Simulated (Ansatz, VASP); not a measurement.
One calculation of Al2O3, two programs

INCAR

```
  ALGO = Normal
  EDIFF = 1E-6
  ENCUT = 1340
  GGA_COMPAT = F
  ISIF = 2
  ISMEAR = 0
  LASPH = T
  LCHARG = F
  LREAL = F
  LWAVE = F
  NBANDS = 20
  NELM = 120
  PREC = Accurate
  SIGMA = 0.05
```

Contents of KPOINTS:

```
k-points
0
Gamma
  12 12 4
```

The input POSCAR:

```
Al2O3
1.0
    3.1381818458      0.0000000000      0.0000000000
   -1.5690909229      2.7177452001      0.0000000000
    0.0000000000      0.0000000000      6.9686651220
Al O
2 3
Direct
    0.0000000000      0.0000000000      0.2779510000
    0.0000000000      0.0000000000      0.7220490000
    0.3333333333      0.6666666667      0.1994540000
    0.6666666667      0.3333333333      0.8005460000
    0.0000000000      0.0000000000      0.5000000000
```

Input for Ansatz:

```yaml
crystal:
  lattice:
    - [3.1381818458, 0.0, 0.0]
    - [-1.5690909229, 2.7177452001, 0.0]
    - [0.0, 0.0, 6.968665122]
  atoms:
    - { symbol: Al, position: [0.0, 0.0, 0.277951] }
    - { symbol: Al, position: [0.0, 0.0, 0.722049] }
    - { symbol: O, position: [0.3333333333, 0.6666666667, 0.199454] }
    - { symbol: O, position: [0.6666666667, 0.3333333333, 0.800546] }
    - { symbol: O, position: [0.0, 0.0, 0.5] }
basis:
  ecutwfc: 420
kpoints:
  mp_grid: { grid: [12, 12, 4] }
hamiltonian:
  xc: lda
scf:
  occupations: { method: gaussian, width: 0.05 }
output:
  forces: true
  stress: true
  eigenvalues: true
```

Change from the starting cell: strain +0.040 along x and y, -0.080 along z, atoms carried along.

Alike in both runs: task single point; functional LDA; k mesh 12 × 12 × 4; occupations gaussian, width 0.05 eV; no spin polarisation.

|  | VASP | Ansatz |
| --- | --- | --- |
| version | VASP 6.6.1 | Ansatz 0.2.0 |
| potentials or method | VASP PAW LDA potentials, release 64 (Al, O_h), cutoff 1340 eV | scalar-relativistic, plane waves, PAW |
| valence electrons in the cell | 24 | 24 |

Ansatz gave:

```
gap on the k mesh at the Fermi level (eV)                     : 3.38
least direct gap on the mesh (eV)                             : 3.38
pressure (GPa)                                                : 0.0
traceless stress, the component that is largest in VASP (GPa) : 42.35
rms of the force components (eV/Å)                            : 2.006
```

Estimate VASP's values.

gap on the k mesh at the Fermi level (eV): 3.35; least direct gap on the mesh (eV): 3.35; pressure (GPa): 0.7; traceless stress, the component that is largest in VASP (GPa): 43.78; rms of the force components (eV/Å): 2.092.

LDA's correlation is that of Perdew and Zunger in VASP and of Perdew and Wang (1992) in Ansatz. Atom by atom the forces differ by 0.089 eV/Å (rms over components).
